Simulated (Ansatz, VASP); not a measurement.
Pb: VASP beside Ansatz

```xyz
2
Lattice="0.0000 3.4390 3.4390 3.4390 0.0000 3.4390 3.4390 3.4390 0.0000" Properties=species:S:1:pos:R:3 pbc="T T T"
Pb    1.7195    1.7195    1.7195
Pb    0.0000    0.0000    0.0000
```

Alike in both runs: task single point; functional PBE0; k mesh 3 × 3 × 3; occupations fermi-dirac, width 0.05 eV; non-collinear spin, spin-orbit coupling.

```csv
,VASP,Ansatz
version,VASP 6.6.1,Ansatz 0.2.0
potentials or method,"VASP PAW PBE potentials, release 64 (Pb_d)",Ansatz PAW
plane-wave cutoff (eV),520,420
valence electrons in the cell,28,28
```

```tsv
	VASP	Ansatz	Ansatz less VASP
pressure (GPa)	3.1	3.2	+0.09
net moment per atom (μB)	0.01	0.00	-0.010
```

With one functional, cell and mesh, what is left measures potentials, basis and numerics.

The k mesh is coarse, so the values compare programs but aren't converged.
